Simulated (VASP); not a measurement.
Here is a VASP 6.6.1 calculation.

The input INCAR:

```
SYSTEM = Br
PREC = Accurate
ENCUT = 500
EDIFF = 1E-6
ISMEAR = 1
SIGMA = 0.16
LREAL = .FALSE.
LASPH = .TRUE.
NELM = 120
ALGO = Normal
ISIF = 2
LWAVE = .FALSE.
LCHARG = .FALSE.
GGA = PE
NBANDS = 10
GGA_COMPAT = .FALSE.
```

Contents of KPOINTS:

```
Automatic mesh
0
G
  2 2 2
  0 0 0
```

POSCAR

```
Br
1.0
   -1.2867684050      1.7199972000      3.5779911600
    1.2867684050     -1.7199972000      3.5779911600
    1.2867684050      1.7199972000     -3.5779911600
Br
1
Direct
    0.0000000000      0.0000000000      0.0000000000
```

Potentials or basis: VASP PAW PBE potentials, release 64 (Br).

Launch:

```sh
$ cat potpaw_PBE.64/Br/POTCAR > POTCAR
$ mpirun -np 1 vasp_std > vasp.out
```

(1) What does it give for the pressure?

Results:

(1) 4.9 GPa.

Caveat: the k points lie up to 1.52 Å⁻¹ apart; an odd number of electrons without spin polarisation forces a metal; a magnetic or distorted state may lie lower.
